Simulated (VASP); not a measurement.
The system is CsI2.

```
Cs I
1.0
     6.65499    0.00000    0.00000
     0.00000    6.65499    0.00000
     0.00000    0.00000    6.65499
Cs I
2 4
Cartesian
  0.0000 0.0000 0.0000
  3.3275 3.3275 3.3275
  1.6637 1.6637 1.6637
  1.6637 4.9912 4.9912
  4.9912 4.9912 1.6637
  4.9912 1.6637 4.9912
```

| Item | Value |
| --- | --- |
| Program | VASP 6.6.1 |
| Task | relaxation of cell and atoms |
| Functional | PBE |
| Potentials or basis | VASP PAW PBE potentials, release 64 (Cs_sv, I) |
| Cutoff | 600 eV |
| k mesh | 4 × 4 × 4 |
| Occupations | gaussian, width 0.1 eV |
| Spin | no spin polarisation |

At the start: pressure 12.0 GPa; volume 49.12 Å³/atom.

Question: How do energy, volume and symmetry change on relaxing?

Answer: Over 4 steps the energy falls by 1045.2 meV/atom and the volume is 112.06 Å³/atom (+128.1 %); space group Pn-3m (No. 224, to 0.1 Å) before and after.

Step by step:
| step | energy change (eV) | largest force (eV/Å) | pressure (GPa) | volume (Å³) |
| --- | --- | --- | --- | --- |
| 1 | 0.0000 | 0.0000 | 12.02 | 294.74 |
| 2 | -5.6001 | 0.0000 | 1.52 | 481.59 |
| 3 | -6.0159 | 0.0000 | 0.79 | 540.51 |
| 4 | -6.2714 | 0.0000 | -0.03 | 672.38 |

Final structure:
```yaml
crystal:
  lattice:
    - [8.76069, 0.00000, 0.00000]
    - [0.00000, 8.76069, 0.00000]
    - [0.00000, 0.00000, 8.76069]
  atoms:
    - { symbol: Cs, position: [0.00000, 0.00000, 0.00000] }
    - { symbol: Cs, position: [0.50000, 0.50000, 0.50000] }
    - { symbol: I, position: [0.25000, 0.25000, 0.25000] }
    - { symbol: I, position: [0.25000, 0.75000, 0.75000] }
    - { symbol: I, position: [0.75000, 0.75000, 0.25000] }
    - { symbol: I, position: [0.75000, 0.25000, 0.75000] }
```

Caveat: the volume moved by over 15 % at a fixed basis, so the end points are rough.
